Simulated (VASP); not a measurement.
Write the native input for VASP 6.6.1 that does the following.

```yaml
Task: single point
Functional: PBEsol
Potentials_or_basis: VASP PAW PBE potentials, release 64 (Be)
Cutoff: 520 eV
k_mesh: 28 × 28 × 28
Occupations: fermi-dirac, width 0.05 eV
Spin: no spin polarisation
Dipole_correction: no
Further_INCAR_settings: ALGO = Normal; EDIFF = 1e-06; NBANDS = 7
```

The structure of Be lies in POSCAR:

```
Be
1.0
    0.0000000000      1.1717640926      1.1717640926
    1.1717640926      0.0000000000      1.1717640926
    1.1717640926      1.1717640926      0.0000000000
Be
1
Direct
    0.0000000000      0.0000000000      0.0000000000
```

These files were run (other wordings do the same):

INCAR

```
PREC = Accurate ; ENCUT = 520
EDIFF = 1E-6 ; ISMEAR = -1
SIGMA = 0.05 ; LREAL = F
LASPH = T ; NELM = 60
ALGO = Normal ; ISIF = 2
LWAVE = F ; LCHARG = T
GGA = PS ; LELF = T
LVHAR = T ; NBANDS = 7
```

KPOINTS

```
Automatic mesh
0
Gamma
  28 28 28
```

Potentials or basis: VASP PAW PBE potentials, release 64 (Be).

The run is started by

```bash
$ cat potpaw_PBE.64/Be/POTCAR > POTCAR
$ mpirun -np 1 vasp_std > vasp.out
```

It gave:

* Pressure: 477.5 GPa
* Band gap on the k mesh: zero (band 1 reaches 19.44 eV, above the bottom of band 2 at 17.11 eV)

Caveat: the PAW data sets were made with another functional, which shifts forces and pressure a little.

It took 7.4 s on 1 thread of AMD EPYC 7R13 Processor (Zen 3), with other jobs on the host, peak memory 0.08 GiB.
